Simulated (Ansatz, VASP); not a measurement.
**One calculation of Ir, two programs**

File INCAR:

```
PREC = Accurate
ENCUT = 500
EDIFF = 1E-6
ISMEAR = 0
SIGMA = 0.013000000000000001
LREAL = False
LASPH = True
NELM = 120
ALGO = Normal
ISIF = 2
LWAVE = False
LCHARG = True
GGA = PE
LELF = True
LVHAR = True
NBANDS = 16
GGA_COMPAT = False
```

KPOINTS

```
Automatic mesh
0
Gamma
  11 11 6
```

The input POSCAR:

```
Ir
1.0
    2.7513778946      0.0000000000      0.0000000000
   -1.3756889473      2.3827631521      0.0000000000
    0.0000000000      0.0000000000      4.4622900000
Ir
2
Direct
    0.3333333333      0.6666666667      0.2500000000
    0.6666666667      0.3333333333      0.7500000000
```

The input input.yaml:

```yaml
crystal:
  lattice:
    - [2.7513778946, 0.0, 0.0]
    - [-1.3756889473, 2.3827631521, 0.0]
    - [0.0, 0.0, 4.46229]
  atoms:
    - { symbol: Ir, position: [0.3333333333, 0.6666666667, 0.25] }
    - { symbol: Ir, position: [0.6666666667, 0.3333333333, 0.75] }
hamiltonian:
  xc: pbe
  pseudopotentials: { kind: paw }
kpoints:
  mp_grid: { grid: [11, 11, 6] }
scf:
  occupations: { method: gaussian, width: 0.013 }
output:
  forces: true
  stress: true
  eigenvalues: true
  write_density: true
  write_potential: true
  elf: true
  volumetric_format: npy
```

Alike in both runs: task single point; functional PBE; k mesh 11 × 11 × 6; occupations gaussian, width 0.013 eV; no spin polarisation.

|  | VASP | Ansatz |
| --- | --- | --- |
| version | VASP 6.6.1 | Ansatz 0.2.0 |
| potentials or method | VASP PAW PBE potentials, release 64 (Ir) | Ansatz PAW |
| plane-wave cutoff (eV) | 500 | 420 |
| valence electrons in the cell | 18 | 34 |

|  | VASP | Ansatz | Ansatz less VASP |
| --- | --- | --- | --- |
| gap on the k mesh at the Fermi level (eV) | none | none | - |
| pressure (GPa) | -1.0 | -1.4 | -0.43 |
| traceless stress, the component that is largest in VASP (GPa) | 0.84 | 0.73 | -0.108 |

A gap of «none» marks a metal or a gap that the smearing closes. VASP's potentials hold 18 valence electrons a cell and Ansatz's 34, so a difference there can come from the potentials and not from the codes.

Spin-orbit coupling is off throughout.
